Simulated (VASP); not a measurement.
# WF in VASP: a series of runs

The runs below take WF through single point, with PBE.

Everything below comes from runs of VASP 6.6.1. Logs are shortened: lines on timing, memory, paths and dates and some standing lists are left out, and cuts for length are marked.

## 1. The cell of the first run

The typed cell holds 2 atoms: a = 5.309 Å, b = 5.309 Å, c = 5.309 Å, α = 29.82°, β = 29.82°, γ = 29.82°.

## 2. Single point, PBE (atoms moved at random)

The input, INCAR:

```
  ALGO = Normal
  EDIFF = 1E-6
  ENCUT = 520
  GGA = PE
  ISIF = 2
  ISMEAR = -1
  LASPH = T
  LCHARG = F
  LREAL = F
  LWAVE = F
  NBANDS = 18
  NELM = 60
  PREC = Accurate
  SIGMA = 0.05
```

The input, KPOINTS:

```
k-points
0
Gamma
  11 11 11
```

The input, POSCAR:

```
WF
1.0
    1.3658900000      0.7886000000      5.0696000000
   -1.3658900000      0.7886000000      5.0696000000
    0.0000000000     -1.5771900000      5.0696000000
W F
1 1
Direct
    0.8067540000      0.8235860000      0.8036720000
    0.9302470000      0.9598050000      0.9183760000
```

Potentials or basis: VASP PAW PBE potentials, release 64 (W_sv, F).

Run with:

```bash
> cat potpaw_PBE.64/W_sv/POTCAR potpaw_PBE.64/F/POTCAR > POTCAR
> mpirun -np 1 vasp_std > vasp.out
```

OUTCAR:

```text
EDIFF = 1E-6
   ENCUT = 520
   GGA = PE
   ISIF = 2
   ISMEAR = -1
   LASPH = T
   LREAL = F
   NELM = 60
   PREC = Accurate

 ion  position               nearest neighbor table
   1  0.807  0.824  0.804-   2 1.90
   2  0.930  0.960  0.918-   1 1.90

  LATTYP: Found a trigonal (rhomboedric) cell.
 ALAT       =     5.3092739251
 COS(alpha) =     0.8676295086

  Lattice vectors:

 A1 = (   1.3658900000,   0.7886000000,   5.0696000000)
 A2 = (  -1.3658900000,   0.7886000000,   5.0696000000)
 A3 = (   0.0000000000,  -1.5771900000,   5.0696000000)

Analysis of symmetry for initial positions (statically):
=====================================================================
 Subroutine PRICEL returns:
 Original cell was already a primitive cell.

 Routine SETGRP: Setting up the symmetry group for a
 trigonal (rhombohedral) supercell.

 Subroutine GETGRP returns: Found  1 space group operations
 (whereof  1 operations were pure point group operations)
 out of a pool of 12 trial point group operations.

The static configuration has the point symmetry C_1 .

Analysis of symmetry for dynamics (positions and initial velocities):
=====================================================================
 Subroutine PRICEL returns:
 Original cell was already a primitive cell.

 Routine SETGRP: Setting up the symmetry group for a
 trigonal (rhombohedral) supercell.

 Subroutine GETGRP returns: Found  1 space group operations
 (whereof  1 operations were pure point group operations)
 out of a pool of 12 trial point group operations.

The dynamic configuration has the point symmetry C_1 .

 Subroutine INISYM returns: Found  1 space group operations
 (whereof  1 operations are pure point group operations),
 and found     1 'primitive' translations

----------------------------------------------------------------------------------------

                                     Primitive cell

  volume of cell :      32.7639

  direct lattice vectors                    reciprocal lattice vectors
     1.365890000  0.788600000  5.069600000     0.366061689  0.211345893  0.065751268
    -1.365890000  0.788600000  5.069600000    -0.366061689  0.211345893  0.065751268
     0.000000000 -1.577190000  5.069600000     0.000000000 -0.422691786  0.065751685

  length of vectors
     5.309273925  5.309273925  5.309272309     0.427775029  0.427775029  0.427775210

  position of ions in fractional coordinates (direct lattice)
     0.806754000  0.823586000  0.803672000
     0.930247000  0.959805000  0.918376000

  ion indices of the primitive-cell ions
   primitive index   ion index
                 1           1
                 2           2

----------------------------------------------------------------------------------------

 KPOINTS: k-points

Automatic generation of k-mesh.
 Grid dimensions read from file:
 generate k-points for:   11   11   11

 Generating k-lattice:

  Cartesian coordinates                     Fractional coordinates (reciprocal lattice)
     0.033278335  0.019213263  0.005977388     0.090909091 -0.000000000  0.000000000
    -0.033278335  0.019213263  0.005977388    -0.000000000  0.090909091  0.000000000
     0.000000000 -0.038426526  0.005977426    -0.000000000 -0.000000000  0.090909091

  Length of vectors
     0.038888639  0.038888639  0.038888655

  Shift w.r.t. Gamma in fractional coordinates (k-lattice)
     0.000000000  0.000000000  0.000000000

 Subroutine IBZKPT returns following result:
 ===========================================

 Found    666 irreducible k-points:

 Following reciprocal coordinates:
            Coordinates               Weight
  0.000000  0.000000  0.000000      1.000000
  0.090909  0.000000  0.000000      2.000000
  0.000000  0.090909  0.000000      2.000000
  0.000000  0.000000  0.090909      2.000000
  0.181818 -0.000000  0.000000      2.000000
 -0.000000  0.181818  0.000000      2.000000
[... 16 lines left out ...]
 -0.090909 -0.181818 -0.000000      2.000000
  0.090909  0.000000  0.181818      2.000000
 [... further k-points ...]
   k-points           NKPTS =    666   k-points in BZ     NKDIM =    666   number of bands    NBANDS=     18
   number of dos      NEDOS =    301   number of ions     NIONS =      2
   total plane-waves  NPLWV =  64000
   dimension x,y,z NGX =    40 NGY =   40 NGZ =   40
   dimension x,y,z NGXF=    80 NGYF=   80 NGZF=   80
   ions per type =               1   1
   NGX,Y,Z   is equivalent  to a cutoff of  12.52, 12.52, 12.52 a.u.
   NGXF,Y,Z  is equivalent  to a cutoff of  25.05, 25.05, 25.05 a.u.
 SYSTEM =  unknown system
   PREC   = accura    normal or accurate (medium, high low for compatibility)
   ISTART =      0    job   : 0-new  1-cont  2-samecut
   ICHARG =      2    charge: 1-file 2-atom 10-const
   ISPIN  =      1    spin polarized calculation?
   LNONCOLLINEAR =      F non collinear calculations
   LSORBIT =      F    spin-orbit coupling
   LASPH  =      T    aspherical Exc in radial PAW
   ENCUT  =  520.0 eV  38.22 Ry    6.18 a.u.   9.87  9.87  9.87*2*pi/ulx,y,z
   NELM   =     60;   NELMIN=  2; NELMDL= -5     # of ELM steps
   EDIFF  = 0.1E-05   stopping-criterion for ELM
   LREAL  =      F    real-space projection
   EDIFFG = 0.1E-04   stopping-criterion for IOM
   NSW    =      0    number of steps for IOM
   IBRION =     -1    ionic relax: 0-MD 1-quasi-New 2-CG
   NFREE  =      0    steps in history (QN), initial steepest desc. (CG)
   ISIF   =      2    stress and relaxation
   ISYM   =      2    0-nonsym 1-usesym 2-fastsym
   POTIM  = 0.5000    time-step for ionic-motion
   TEBEG  =    0.0;   TEEND  =   0.0 temperature during run
   PSTRESS=    0.0 pullay stress
   NELECT =      21.0000    total number of electrons
   NUPDOWN=      -1.0000    fix difference up-down
   EMIN   =  10.00;   EMAX   =-10.00  energy-range for DOS
   EFERMI =   0.00;   METHOD = LEGACY
   ISMEAR =    -1;   SIGMA  =   0.05  broadening in eV -4-tet -1-fermi 0-gaus
   EFERMI_NEDOS =   21; number of points for ismear=-14 and -15
   IALGO  =     38    algorithm
   IMIX   =      4    mixing-type and parameters
     AMIX     =   0.40;   BMIX     =  1.00
     AMIX_MAG =   1.60;   BMIX_MAG =  1.00
  volume/ion in A,a.u.               =      16.38       110.55
  Fermi-wavevector in a.u.,A,eV,Ry     =   1.411506  2.667360 27.107556  1.992349
  Thomas-Fermi vector in A             =   2.533350
   LORBIT       =      0    0 simple, 1 ext, 2 COOP (PROOUT), +10 PAW based schemes
   GGA     = PE    functional components
   LHFCALC =     F    Hartree Fock is set to
   AEXX    =    0.0000 exact exchange contribution
   IVDW    =     0    specifies the selected vdW correction
   LEPSILON=     F    determine dielectric tensor
   LRPA    =     F    only Hartree local field effects (RPA)
 non-spin polarized calculation
  energy-cutoff  :      520.00
  volume of cell :       32.76
 maximum number of plane-waves:       893
   NGX = 19   NGY = 19   NGZ = 19

 number of electron      20.9999998 magnetization

 Free energy of the ion-electron system (eV)
  ---------------------------------------------------
  ext. energy  EPLUGINS =         0.00000000
  ---------------------------------------------------
  free energy    TOTEN  =       -15.83970887 eV

  energy without entropy =      -15.82970558  energy(sigma->0) =      -15.83470723

 E-fermi :   4.5324     XC(G=0): -10.6821

 val. band max:        4.5307474923   @ k =   0.4545  -0.2727  -0.4545
 cond. band min:       4.5366202137   @ k =  -0.2727  -0.4545   0.4545
 fundamental gap:      0.0058727214
 Fermi energy:         4.5323996775

 k-point     1 :       0.0000    0.0000    0.0000
  band No.  band energies     occupation
      1     -69.6011      2.00000
      2     -34.2560      2.00000
      3     -32.9853      2.00000
      4     -32.9851      2.00000
      5     -19.3995      2.00000
      6      -2.1096      2.00000
[... 10 lines left out ...]
     17      19.1264      0.00000
     18      24.5367      0.00000

 k-point     2 :       0.0909    0.0000    0.0000
  band No.  band energies     occupation
      1     -69.5917      2.00000
      2     -34.2412      2.00000
      3     -33.0932      2.00000
      4     -33.0098      2.00000
      5     -19.3625      2.00000
      6      -1.8374      2.00000
[... 10 lines left out ...]
     17      19.9578      0.00000
     18      24.3093      0.00000

 k-point     3 :       0.0000    0.0909    0.0000
  band No.  band energies     occupation
      1     -69.5917      2.00000
      2     -34.2412      2.00000
      3     -33.0933      2.00000
      4     -33.0097      2.00000
      5     -19.3625      2.00000
      6      -1.8372      2.00000
[... 10 lines left out ...]
     17      19.9575      0.00000
     18      24.2790      0.00000

 k-point     4 :       0.0000    0.0000    0.0909
  band No.  band energies     occupation
      1     -69.5917      2.00000
      2     -34.2412      2.00000
      3     -33.0934      2.00000
      4     -33.0096      2.00000
      5     -19.3625      2.00000
      6      -1.8377      2.00000
[... 10 lines left out ...]
     17      19.9578      0.00000
     18      24.3306      0.00000

 k-point     5 :       0.1818   -0.0000    0.0000
  band No.  band energies     occupation
      1     -69.5664      2.00000
      2     -34.2014      2.00000
      3     -33.3764      2.00000
      4     -33.0750      2.00000
      5     -19.2621      2.00000
      6      -1.7229      2.00000
[... 10 lines left out ...]
     17      21.6856      0.00000
     18      22.3370      0.00000

 k-point     6 :      -0.0000    0.1818    0.0000
  band No.  band energies     occupation
      1     -69.5664      2.00000
      2     -34.2014      2.00000
      3     -33.3765      2.00000
      4     -33.0749      2.00000
      5     -19.2619      2.00000
      6      -1.7261      2.00000
[... 10 lines left out ...]
     17      21.6664      0.00000
     18      22.3180      0.00000

 k-point     7 :       0.0000    0.0000    0.1818
  band No.  band energies     occupation
      1     -69.5664      2.00000
      2     -34.2014      2.00000
      3     -33.3766      2.00000
      4     -33.0748      2.00000
      5     -19.2622      2.00000
      6      -1.7209      2.00000
[... 10 lines left out ...]
     17      21.6967      0.00000
     18      22.3510      0.00000

 k-point     8 :       0.2727    0.0000   -0.0000
  band No.  band energies     occupation
      1     -69.5332      2.00000
      2     -34.1488      2.00000
      3     -33.7336      2.00000
      4     -33.1591      2.00000
      5     -19.1270      2.00000
      6      -1.6123      2.00000
[... 10 lines left out ...]
     17      20.0175      0.00000
     18      21.3435      0.00000
[... 229 lines left out ...]
     17      19.9579      0.00000
     18      24.2974      0.00000

 k-point    20 :       0.1818    0.0909    0.0000
  band No.  band energies     occupation
      1     -69.5744      2.00000
      2     -34.2140      2.00000
      3     -33.2820      2.00000
      4     -33.0614      2.00000
      5     -19.2923      2.00000
      6      -1.7981      2.00000
[... 10 lines left out ...]
     17      21.3435      0.00000
     18      22.7955      0.00000

 k-point    21 :      -0.1818    0.0000   -0.0909
  band No.  band energies     occupation
      1     -69.5744      2.00000
      2     -34.2140      2.00000
      3     -33.2820      2.00000
      4     -33.0615      2.00000
      5     -19.2923      2.00000
      6      -1.7963      2.00000
[... 10 lines left out ...]
     17      21.3441      0.00000
     18      22.7547      0.00000

 k-point    22 :      -0.0000    0.1818    0.0909
  band No.  band energies     occupation
      1     -69.5744      2.00000
      2     -34.2140      2.00000
      3     -33.2820      2.00000
      4     -33.0615      2.00000
      5     -19.2922      2.00000
      6      -1.7993      2.00000
[... 10 lines left out ...]
     17      21.3429      0.00000
     18      22.7557      0.00000

 k-point    23 :      -0.0909   -0.1818   -0.0000
  band No.  band energies     occupation
      1     -69.5744      2.00000
      2     -34.2140      2.00000
      3     -33.2821      2.00000
      4     -33.0613      2.00000
      5     -19.2922      2.00000
      6      -1.8001      2.00000
[... 10 lines left out ...]
     17      21.3423      0.00000
     18      22.7728      0.00000

 k-point    24 :       0.0909    0.0000    0.1818
  band No.  band energies     occupation
      1     -69.5744      2.00000
      2     -34.2140      2.00000
      3     -33.2821      2.00000
      4     -33.0613      2.00000
      5     -19.2924      2.00000
      6      -1.7950      2.00000
[... 10 lines left out ...]
     17      21.3443      0.00000
     18      22.7699      0.00000

 [... further k-points ...]
[... 5 lines left out ...]
  --------------------------------------------------------------------------------------
  -------------------------------------------------------------------------------------
  Total        0.1756611      0.1765076     -0.8402189      0.0012219     -0.1227118      0.0894528
  in kB        8.5899493      8.6313454    -41.0872823      0.0597518     -6.0006906      4.3743023
  external PRESSURE =      -7.9553292 kB  Pullay stress =       0.0000000 kB

 VOLUME and BASIS-vectors are now :
 -----------------------------------------------------------------------------
  energy-cutoff  :      520.00
  volume of cell :       32.76
      direct lattice vectors                 reciprocal lattice vectors
     1.365890000  0.788600000  5.069600000     0.366061689  0.211345893  0.065751268
    -1.365890000  0.788600000  5.069600000    -0.366061689  0.211345893  0.065751268
     0.000000000 -1.577190000  5.069600000     0.000000000 -0.422691786  0.065751685

 POSITION                                       TOTAL-FORCE (eV/Angst)
 -----------------------------------------------------------------------------------
     -0.02299      0.01814     12.33947        -0.045433      0.062369      0.318806
     -0.04037      0.04204     14.23761         0.045433     -0.062369     -0.318806
 -----------------------------------------------------------------------------------
    total drift:                                0.000011     -0.000005      0.000278

  FREE ENERGIE OF THE ION-ELECTRON SYSTEM (eV)
  ---------------------------------------------------
  free  energy   TOTEN  =       -15.8397088736 eV

  energy  without entropy=      -15.8297055836  energy(sigma->0) =      -15.83470723
```

Run time: 24 min. Hardware: 1 thread of Intel Xeon 8259CL, shared host; peak memory 0.54 GiB.

Results:

| Property | Result |
| --- | --- |
| Free energy | -15.8397 eV |
| Pressure | -0.8 GPa |
| Largest force | 0.328 eV/Å |
| Band gap on the k mesh | zero (an odd number of electrons rules out a gap without spin polarisation) |

Forces on the atoms (eV/Å):
```
W   -0.045  0.062  0.319
F    0.045 -0.062 -0.319
```

Levels at points of the mesh, in eV from the Fermi level:
| k point | band 9 | band 10 | band 11 | band 12 | band 13 | band 14 |
| --- | --- | --- | --- | --- | --- | --- |
| (0.00, 0.00, 0.00) | -3.75 | -0.28 | -0.16 | -0.16 | 3.65 | 3.65 |

Caveat: the cell differs from its parent crystal (atoms moved at random); spin-orbit coupling is left out, which moves the levels of the heavy elements; an odd number of electrons without spin polarisation forces a metal; a magnetic or distorted state may lie lower.

## 3. Single point, PBE

The input, INCAR:

```
  ALGO = Normal
  EDIFF = 1E-6
  ENCUT = 600
  GGA = PE
  GGA_COMPAT = False
  ISIF = 2
  ISMEAR = -1
  LASPH = True
  LCHARG = False
  LREAL = False
  LWAVE = False
  NBANDS = 18
  NELM = 120
  PREC = Accurate
  SIGMA = 0.05
```

KPOINTS is that of step 2.

The input, POSCAR:

```
WF
1.0
    1.3658897467      0.7885984796      5.0695997407
   -1.3658897467      0.7885984796      5.0695997407
    0.0000000000     -1.5771919592      5.0696005185
W F
1 1
Direct
    0.8141200000      0.8141200000      0.8141200000
    0.9371200000      0.9371200000      0.9371200000
```

Potentials or basis: VASP PAW PBE potentials, release 64 (W_sv, F).

Run with:

```bash
> cat potpaw_PBE.64/W_sv/POTCAR potpaw_PBE.64/F/POTCAR > POTCAR
> mpirun -np 1 vasp_std > vasp.out
```

It took 6.8 min on 1 thread of Intel Xeon 8259CL, shared host; peak memory 0.33 GiB.

Results (log left out):

```yaml
Free_energy: -15.8422 eV
Pressure: 1.7 GPa
Largest_force: 0.397 eV/Å
Band_gap_on_the_k_mesh: zero (an odd number of electrons rules out a gap without spin polarisation)
```

Forces in eV/Å, atoms in the order of the input:
```
W    0.000  0.000 -0.397
F    0.000  0.000  0.397
```

Stress tensor (GPa, compression positive):
```
1.04 0.00 0.00
0.00 1.04 0.00
0.00 0.00 2.95
```

Levels at points of the mesh, in eV from the Fermi level:
| k point | band 8 | band 9 | band 10 | band 11 | band 12 | band 13 |
| --- | --- | --- | --- | --- | --- | --- |
| (0.00, 0.00, 0.00) | -4.02 | -4.02 | -0.29 | -0.17 | -0.17 | 3.67 |

Caveat: spin-orbit coupling is left out, which moves the levels of the heavy elements; an odd number of electrons without spin polarisation forces a metal; a magnetic or distorted state may lie lower.

The gap in the log of VASP goes by the Fermi energy; the results here count the filled bands.